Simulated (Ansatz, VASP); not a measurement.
# One calculation of SiGe2, two programs

```
Si Ge
1.0
     0.00000    2.89142    2.89142
     2.89142    0.00000    2.89142
     2.89142    2.89142    0.00000
Si Ge
1 2
Direct
  0.00000 0.00000 0.00000
  0.75000 0.75000 0.75000
  0.25000 0.25000 0.25000
```

Alike in both runs: task relaxation of cell and atoms; functional PBEsol; k mesh 6 × 6 × 6; occupations gaussian, width 0.1 eV; no spin polarisation.

```csv
,VASP,Ansatz
version,VASP 6.6.1,Ansatz 0.2.0
potentials or method,"VASP PAW PBE potentials, release 64 (Si, Ge_d), cutoff 600 eV","scalar-relativistic, plane waves, PAW"
valence electrons in the cell,32,32
```

```csv
,VASP,Ansatz,Ansatz less VASP
"gap on the k mesh at the Fermi level, each at its own relaxed structure (eV)",none,none,-
relaxed volume (Å³/atom),19.22,19.12,-0.100
relaxed cell length with the largest relative difference (Å),4.336,4.329,-0.0076
```

VASP's potentials were made for PBE, not for PBEsol. A gap of «none» marks a metal or a gap that the smearing closes.

Noted on VASP's run: the volume moved by over 15 % at a fixed basis, so the end points are rough.
